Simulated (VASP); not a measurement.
# AlCo (Pm-3m) in VASP: notebook

Runs on AlCo. Level: PBEsol. Tasks: single point.

All numbers are computed with VASP 6.6.1; they aren't measurements. Logs are shortened: lines on timing, memory, paths and dates and some standing lists are left out, and cuts for length are marked.

## Step 1: The cell of the first run

Symmetry: Pm-3m, No. 221, cubic system. The conventional cell has a = 2.819 Å, b = 2.819 Å, c = 2.819 Å, α = 90.00°, β = 90.00°, γ = 90.00°. Within 3.2 Å of Co (site symmetry m-3m) lie 8 Al at 2.44 Å and 6 Co at 2.82 Å. Within 3.2 Å of Al (site symmetry m-3m) lie 8 Co at 2.44 Å and 6 Al at 2.82 Å.

## Step 2: Single point, PBEsol, collinear spin, ferromagnetic start

File INCAR:

```
SYSTEM = AlCo
  PREC = Accurate
  ENCUT = 600
  EDIFF = 1E-6
  ISMEAR = -1
  SIGMA = 0.05
  LREAL = .FALSE.
  LASPH = .TRUE.
  NELM = 200
  ALGO = Normal
  ISIF = 2
  LWAVE = .FALSE.
  LCHARG = .TRUE.
  ISPIN = 2
  MAGMOM = 1.5 0
  LORBIT = 11
  NUPDOWN = 1.5
  LMAXMIX = 4
  GGA = PS
  LELF = .TRUE.
  LVHAR = .TRUE.
  NBANDS = 21
  GGA_COMPAT = .FALSE.
```

File KPOINTS:

```
Automatic mesh
0
G
  8 8 8
  0 0 0
```

File POSCAR:

```
AlCo
1.0
    2.8194032100      0.0000000000      0.0000000000
    0.0000000000      2.8194032100      0.0000000000
    0.0000000000      0.0000000000      2.8194032100
Co Al
1 1
Direct
    0.5000000000      0.5000000000      0.5000000000
    0.0000000000      0.0000000000      0.0000000000
```

Potentials or basis: VASP PAW PBE potentials, release 64 (Co_sv, Al).

Started as:

```bash
$ cat potpaw_PBE.64/Co_sv/POTCAR potpaw_PBE.64/Al/POTCAR > POTCAR
$ mpirun -np 1 vasp_std > vasp.out
```

OUTCAR:

```text
SYSTEM = AlCo
   PREC = Accurate
   ENCUT = 600
   EDIFF = 1E-6
   ISMEAR = -1
   LREAL = .FALSE.
   LASPH = .TRUE.
   NELM = 200
   ISIF = 2
   ISPIN = 2
   LORBIT = 11
   NUPDOWN = 1.5
   GGA = PS

 ion  position               nearest neighbor table
   1  0.500  0.500  0.500-   2 2.44   2 2.44   2 2.44   2 2.44   2 2.44   2 2.44   2 2.44   2 2.44

   2  0.000  0.000  0.000-   1 2.44   1 2.44   1 2.44   1 2.44   1 2.44   1 2.44   1 2.44   1 2.44

  LATTYP: Found a simple cubic cell.
 ALAT       =     2.8194032100

  Lattice vectors:

 A1 = (   2.8194032100,   0.0000000000,   0.0000000000)
 A2 = (   0.0000000000,   2.8194032100,   0.0000000000)
 A3 = (   0.0000000000,   0.0000000000,   2.8194032100)

Analysis of symmetry for initial positions (statically):
=====================================================================
 Subroutine PRICEL returns:
 Original cell was already a primitive cell.

 Routine SETGRP: Setting up the symmetry group for a
 simple cubic supercell.

 Subroutine GETGRP returns: Found 48 space group operations
 (whereof 48 operations were pure point group operations)
 out of a pool of 48 trial point group operations.

The static configuration has the point symmetry O_h .

Analysis of symmetry for dynamics (positions and initial velocities):
=====================================================================
 Subroutine PRICEL returns:
 Original cell was already a primitive cell.

 Routine SETGRP: Setting up the symmetry group for a
 simple cubic supercell.

 Subroutine GETGRP returns: Found 48 space group operations
 (whereof 48 operations were pure point group operations)
 out of a pool of 48 trial point group operations.

The dynamic configuration has the point symmetry O_h .

Analysis of structural, dynamic, and magnetic symmetry:
=====================================================================
 Subroutine PRICEL returns:
 Original cell was already a primitive cell.

 Routine SETGRP: Setting up the symmetry group for a
 simple cubic supercell.

 Subroutine GETGRP returns: Found 48 space group operations
 (whereof 48 operations were pure point group operations)
 out of a pool of 48 trial point group operations.

The overall configuration has the point symmetry O_h .

 Subroutine INISYM returns: Found 48 space group operations
 (whereof 48 operations are pure point group operations),
 and found     1 'primitive' translations

----------------------------------------------------------------------------------------

                                     Primitive cell

  volume of cell :      22.4115

  direct lattice vectors                    reciprocal lattice vectors
     2.819403210  0.000000000  0.000000000     0.354684990  0.000000000  0.000000000
     0.000000000  2.819403210  0.000000000     0.000000000  0.354684990  0.000000000
     0.000000000  0.000000000  2.819403210     0.000000000  0.000000000  0.354684990

  length of vectors
     2.819403210  2.819403210  2.819403210     0.354684990  0.354684990  0.354684990

  position of ions in fractional coordinates (direct lattice)
     0.500000000  0.500000000  0.500000000
     0.000000000  0.000000000  0.000000000

  ion indices of the primitive-cell ions
   primitive index   ion index
                 1           1
                 2           2

----------------------------------------------------------------------------------------

 KPOINTS: Automatic mesh

Automatic generation of k-mesh.
 Grid dimensions read from file:
 generate k-points for:    8    8    8

 Generating k-lattice:

  Cartesian coordinates                     Fractional coordinates (reciprocal lattice)
     0.044335624  0.000000000  0.000000000     0.125000000  0.000000000  0.000000000
     0.000000000  0.044335624  0.000000000     0.000000000  0.125000000  0.000000000
     0.000000000  0.000000000  0.044335624     0.000000000  0.000000000  0.125000000

  Length of vectors
     0.044335624  0.044335624  0.044335624

  Shift w.r.t. Gamma in fractional coordinates (k-lattice)
     0.000000000  0.000000000  0.000000000

 Subroutine IBZKPT returns following result:
 ===========================================

 Found     35 irreducible k-points:

 Following reciprocal coordinates:
            Coordinates               Weight
  0.000000  0.000000  0.000000      1.000000
  0.125000  0.000000  0.000000      6.000000
  0.250000  0.000000  0.000000      6.000000
  0.375000  0.000000  0.000000      6.000000
  0.500000  0.000000  0.000000      3.000000
  0.125000  0.125000  0.000000     12.000000
[... 16 lines left out ...]
  0.375000  0.375000  0.125000     24.000000
  0.500000  0.375000  0.125000     24.000000
 [... further k-points ...]
   k-points           NKPTS =     35   k-points in BZ     NKDIM =     35   number of bands    NBANDS=     21
   number of dos      NEDOS =    301   number of ions     NIONS =      2
   total plane-waves  NPLWV =  13824
   dimension x,y,z NGX =    24 NGY =   24 NGZ =   24
   dimension x,y,z NGXF=    48 NGYF=   48 NGZF=   48
   ions per type =               1   1
   NGX,Y,Z   is equivalent  to a cutoff of  14.15, 14.15, 14.15 a.u.
   NGXF,Y,Z  is equivalent  to a cutoff of  28.30, 28.30, 28.30 a.u.
 SYSTEM =  AlCo
   PREC   = accura    normal or accurate (medium, high low for compatibility)
   ISTART =      0    job   : 0-new  1-cont  2-samecut
   ICHARG =      2    charge: 1-file 2-atom 10-const
   ISPIN  =      2    spin polarized calculation?
   LNONCOLLINEAR =      F non collinear calculations
   LSORBIT =      F    spin-orbit coupling
   LASPH  =      T    aspherical Exc in radial PAW
   ENCUT  =  600.0 eV  44.10 Ry    6.64 a.u.   5.63  5.63  5.63*2*pi/ulx,y,z
   NELM   =    200;   NELMIN=  2; NELMDL= -5     # of ELM steps
   EDIFF  = 0.1E-05   stopping-criterion for ELM
   LREAL  =      F    real-space projection
   EDIFFG = 0.1E-04   stopping-criterion for IOM
   NSW    =      0    number of steps for IOM
   IBRION =     -1    ionic relax: 0-MD 1-quasi-New 2-CG
   NFREE  =      0    steps in history (QN), initial steepest desc. (CG)
   ISIF   =      2    stress and relaxation
   ISYM   =      2    0-nonsym 1-usesym 2-fastsym
   POTIM  = 0.5000    time-step for ionic-motion
   TEBEG  =    0.0;   TEEND  =   0.0 temperature during run
   PSTRESS=    0.0 pullay stress
   NELECT =      20.0000    total number of electrons
   NUPDOWN=       1.5000    fix difference up-down
   EMIN   =  10.00;   EMAX   =-10.00  energy-range for DOS
   EFERMI =   0.00;   METHOD = LEGACY
   ISMEAR =    -1;   SIGMA  =   0.05  broadening in eV -4-tet -1-fermi 0-gaus
   EFERMI_NEDOS =   21; number of points for ismear=-14 and -15
   IALGO  =     38    algorithm
   IMIX   =      4    mixing-type and parameters
     AMIX     =   0.40;   BMIX     =  1.00
     AMIX_MAG =   1.60;   BMIX_MAG =  1.00
  volume/ion in A,a.u.               =      11.21        75.62
  Fermi-wavevector in a.u.,A,eV,Ry     =   1.576138  2.978469 33.799753  2.484212
  Thomas-Fermi vector in A             =   2.677017
   LORBIT       =     11    0 simple, 1 ext, 2 COOP (PROOUT), +10 PAW based schemes
   GGA     = PS    functional components
   LHFCALC =     F    Hartree Fock is set to
   AEXX    =    0.0000 exact exchange contribution
   IVDW    =     0    specifies the selected vdW correction
   LEPSILON=     F    determine dielectric tensor
   LRPA    =     F    only Hartree local field effects (RPA)
 spin polarized calculation
  energy-cutoff  :      600.00
  volume of cell :       22.41
 maximum number of plane-waves:       768
 NGX is ok and might be reduce to    24
   NGX = 11   NGY = 11   NGZ = 11

 number of electron      19.9999954 magnetization       1.4999991

 Free energy of the ion-electron system (eV)
  ---------------------------------------------------
  ext. energy  EPLUGINS =         0.00000000
  ---------------------------------------------------
  free energy    TOTEN  =       -12.50234937 eV

  energy without entropy =      -12.48315705  energy(sigma->0) =      -12.49275321

 E-fermi :  10.9795     XC(G=0): -12.7997

 val. band max:       12.9471925957   @ k =   0.5000   0.5000   0.3750
 cond. band min:      10.9869368771   @ k =   0.2500   0.1250   0.1250
 fundamental gap:     -1.9602557186
 Fermi energy:        12.9551764775

 spin component 1

 k-point     1 :       0.0000    0.0000    0.0000
  band No.  band energies     occupation
      1     -83.7827      1.00000
      2     -47.1801      1.00000
      3     -47.1801      1.00000
      4     -47.1801      1.00000
      5       0.3307      1.00000
      6       7.8337      1.00000
[... 13 lines left out ...]
     20      35.5652      0.00000
     21      35.5652      0.00000

 k-point     2 :       0.1250    0.0000    0.0000
  band No.  band energies     occupation
      1     -83.7822      1.00000
      2     -47.1871      1.00000
      3     -47.1796      1.00000
      4     -47.1796      1.00000
      5       0.6331      1.00000
      6       7.8322      1.00000
[... 13 lines left out ...]
     20      33.5823      0.00000
     21      35.4373      0.00000

 k-point     3 :       0.2500    0.0000    0.0000
  band No.  band energies     occupation
      1     -83.7809      1.00000
      2     -47.2041      1.00000
      3     -47.1785      1.00000
      4     -47.1785      1.00000
      5       1.5221      1.00000
      6       7.6093      1.00000
[... 13 lines left out ...]
     20      32.6760      0.00000
     21      33.5690      0.00000
[... 457 lines left out ...]
 k-point    23 :       0.3750    0.3750    0.1250
  band No.  band energies     occupation
      1     -83.7762      1.00000
      2     -47.2157      1.00000
      3     -47.2152      1.00000
      4     -47.1808      1.00000
      5       5.2276      1.00000
      6       7.4790      1.00000
[... 13 lines left out ...]
     20      33.8164      0.00000
     21      34.8641      0.00000

 k-point    24 :       0.5000    0.3750    0.1250
  band No.  band energies     occupation
      1     -83.7757      1.00000
      2     -47.2222      1.00000
      3     -47.2146      1.00000
      4     -47.1802      1.00000
      5       5.9240      1.00000
      6       7.2446      1.00000
[... 13 lines left out ...]
     20      33.4967      0.00000
     21      36.6849      0.00000

 [... further k-points ...]

 spin component 2

 k-point     1 :       0.0000    0.0000    0.0000
  band No.  band energies     occupation
      1     -82.2247      1.00000
      2     -45.6601      1.00000
      3     -45.6601      1.00000
      4     -45.6601      1.00000
      5       0.5352      1.00000
      6       9.0599      1.00000
[... 13 lines left out ...]
     20      35.7262      0.00000
     21      35.7262      0.00000

 k-point     2 :       0.1250    0.0000    0.0000
  band No.  band energies     occupation
      1     -82.2241      1.00000
      2     -45.6677      1.00000
      3     -45.6596      1.00000
      4     -45.6596      1.00000
      5       0.8377      1.00000
      6       8.9929      1.00000
[... 13 lines left out ...]
     20      33.8083      0.00000
     21      35.7690      0.00000

 k-point     3 :       0.2500    0.0000    0.0000
  band No.  band energies     occupation
      1     -82.2228      1.00000
      2     -45.6858      1.00000
      3     -45.6584      1.00000
      4     -45.6584      1.00000
      5       1.7282      1.00000
      6       8.4819      1.00000
[... 13 lines left out ...]
     20      32.9742      0.00000
     21      33.7595      0.00000
[... 457 lines left out ...]
 k-point    23 :       0.3750    0.3750    0.1250
  band No.  band energies     occupation
      1     -82.2179      1.00000
      2     -45.6982      1.00000
      3     -45.6976      1.00000
      4     -45.6607      1.00000
      5       5.5283      1.00000
      6       8.1893      1.00000
[... 13 lines left out ...]
     20      34.0486      0.00000
     21      34.9833      0.00000

 k-point    24 :       0.5000    0.3750    0.1250
  band No.  band energies     occupation
      1     -82.2174      1.00000
      2     -45.7052      1.00000
      3     -45.6970      1.00000
      4     -45.6600      1.00000
      5       6.3614      1.00000
      6       7.7108      1.00000
[... 13 lines left out ...]
     20      33.6810      0.00000
     21      36.7748      0.00000

 [... further k-points ...]
[... 5 lines left out ...]
  --------------------------------------------------------------------------------------
  -------------------------------------------------------------------------------------
  Total        1.5588215      1.5588215      1.5588215      0.0000000      0.0000000     -0.0000000
  in kB      111.4385386    111.4385386    111.4385386      0.0000000      0.0000000     -0.0000000
  external PRESSURE =     111.4385386 kB  Pullay stress =       0.0000000 kB

 VOLUME and BASIS-vectors are now :
 -----------------------------------------------------------------------------
  energy-cutoff  :      600.00
  volume of cell :       22.41
      direct lattice vectors                 reciprocal lattice vectors
     2.819403210  0.000000000  0.000000000     0.354684990  0.000000000  0.000000000
     0.000000000  2.819403210  0.000000000     0.000000000  0.354684990  0.000000000
     0.000000000  0.000000000  2.819403210     0.000000000  0.000000000  0.354684990

 POSITION                                       TOTAL-FORCE (eV/Angst)
 -----------------------------------------------------------------------------------
      1.40970      1.40970      1.40970         0.000000      0.000000      0.000000
      0.00000      0.00000      0.00000         0.000000      0.000000      0.000000
 -----------------------------------------------------------------------------------
    total drift:                                0.000000      0.000000     -0.000000

  FREE ENERGIE OF THE ION-ELECTRON SYSTEM (eV)
  ---------------------------------------------------
  free  energy   TOTEN  =       -12.5023493659 eV

  energy  without entropy=      -12.4831570548  energy(sigma->0) =      -12.49275321

 total charge

# of ion       s       p       d       tot
------------------------------------------
    1        2.235   6.129   6.814  15.178
    2        0.397   0.464   0.000   0.860
--------------------------------------------------
tot          2.632   6.593   6.814  16.039

 magnetization (x)

# of ion       s       p       d       tot
------------------------------------------
    1        0.016   0.028   1.292   1.336
    2       -0.003   0.017   0.000   0.014
--------------------------------------------------
tot          0.013   0.044   1.292   1.350
```

It took 13 s on 1 thread of Intel Xeon 6975P-C (Granite Rapids), shared host; peak memory 0.16 GiB.

What came out:

| Quantity | Value |
| --- | --- |
| Free energy | -12.5023 eV |
| Pressure | 11.1 GPa |
| Net moment | 1.50 μB per cell |
| Site moments | Co +1.34; Al +0.01 μB |
| Valence electrons inside the program's atomic spheres | Co 15.18; Al 0.86 |

Caveat: the PAW data sets were made with another functional, which shifts forces and pressure a little; the total moment is fixed, so each spin has its own Fermi level.

## Step 3: Single point, PBEsol, collinear spin, ferromagnetic start

Edit INCAR of step 2 so:

```diff
@@ -12,11 +12,9 @@
   LWAVE = .FALSE.
-  LCHARG = .TRUE.
+  LCHARG = .FALSE.
   ISPIN = 2
-  MAGMOM = 1.5 0
+  MAGMOM = 0.5 0
   LORBIT = 11
-  NUPDOWN = 1.5
+  NUPDOWN = 0.5
   LMAXMIX = 4
   GGA = PS
-  LELF = .TRUE.
-  LVHAR = .TRUE.
   NBANDS = 21
```

File KPOINTS:

```
regular mesh
0
G
  8 8 8
  0 0 0
```

POSCAR is that of step 2.

Potentials or basis: VASP PAW PBE potentials, release 64 (Co_sv, Al).

Started as:

```bash
$ cat potpaw_PBE.64/Co_sv/POTCAR potpaw_PBE.64/Al/POTCAR > POTCAR
$ mpirun -np 1 vasp_std > vasp.out
```

It took 27 s on 1 thread of Intel Xeon Platinum 8259CL at 2.50GHz (Skylake/Cascade Lake), shared host; peak memory 0.16 GiB.

It converged, with:

```
Free energy                                           : -13.0472 eV
Pressure                                              : 1.5 GPa
Net moment                                            : 0.50 μB per cell
Site moments                                          : Co +0.51; Al -0.01 μB
Valence electrons inside the program's atomic spheres : Co 15.22; Al 0.84
```

Caveat: the PAW data sets were made with another functional, which shifts forces and pressure a little; the total moment is fixed, so each spin has its own Fermi level.

## Step 4: Single point, PBEsol, collinear spin, ferromagnetic start

This run uses another cell than the first one, of 10.76 Å³/atom, 0.960 times its volume.

File INCAR:

```
SYSTEM = AlCo
  PREC = Accurate
  ENCUT = 520
  EDIFF = 1E-6
  ISMEAR = -1
  SIGMA = 0.05
  LREAL = .FALSE.
  LASPH = .TRUE.
  NELM = 150
  ALGO = Fast
  ISIF = 2
  LWAVE = .FALSE.
  LCHARG = .FALSE.
  ISPIN = 2
  MAGMOM = 2 0
  LORBIT = 11
  LMAXMIX = 4
  GGA = PS
  NBANDS = 17
```

File KPOINTS:

```
Automatic mesh
0
G
  9 9 9
  0 0 0
```

File POSCAR:

```
AlCo
1.0
    2.7812984956      0.0000000000      0.0000000000
    0.0000000000      2.7812984956      0.0000000000
    0.0000000000      0.0000000000      2.7812984956
Co Al
1 1
Direct
    0.5000000000      0.5000000000      0.5000000000
    0.0000000000      0.0000000000      0.0000000000
```

Potentials or basis: VASP PAW PBE potentials, release 64 (Co, Al).

Started as:

```bash
$ cat potpaw_PBE.64/Co/POTCAR potpaw_PBE.64/Al/POTCAR > POTCAR
$ mpirun -np 1 vasp_std > vasp.out
```

Run time: 12 s. Hardware: 1 thread of Intel Xeon Platinum 8481C at 2.70GHz (Sapphire Rapids), shared host; peak memory 0.16 GiB.

It converged, with:

| Quantity | Value |
| --- | --- |
| Free energy | -13.0599 eV |
| Pressure | 9.3 GPa |
| Band gap on the k mesh | zero (filled and empty bands overlap) |
| Net moment | 0.00 μB per cell |
| Valence electrons inside the program's atomic spheres | Co 8.61; Al 0.87 |

Levels at points of the mesh, in eV from the Fermi level:
Spin up:
```tsv
k point	band 2	band 3	band 4	band 5	band 6	band 7	band 8	band 9	band 10	band 11
(0.00, 0.00, 0.00)	-3.32	-3.32	-0.89	-0.89	-0.89	6.35	6.35	6.35	9.07	9.07
```
Spin down:
| k point | band 2 | band 3 | band 4 | band 5 | band 6 | band 7 | band 8 | band 9 | band 10 | band 11 |
| --- | --- | --- | --- | --- | --- | --- | --- | --- | --- | --- |
| (0.00, 0.00, 0.00) | -3.32 | -3.32 | -0.90 | -0.90 | -0.90 | 6.35 | 6.35 | 6.35 | 9.07 | 9.07 |

Caveat: the starting moments collapsed, and a magnetic state may lie lower; the PAW data sets were made with another functional, which shifts forces and pressure a little.

(Part 1 of 2 ends here.)
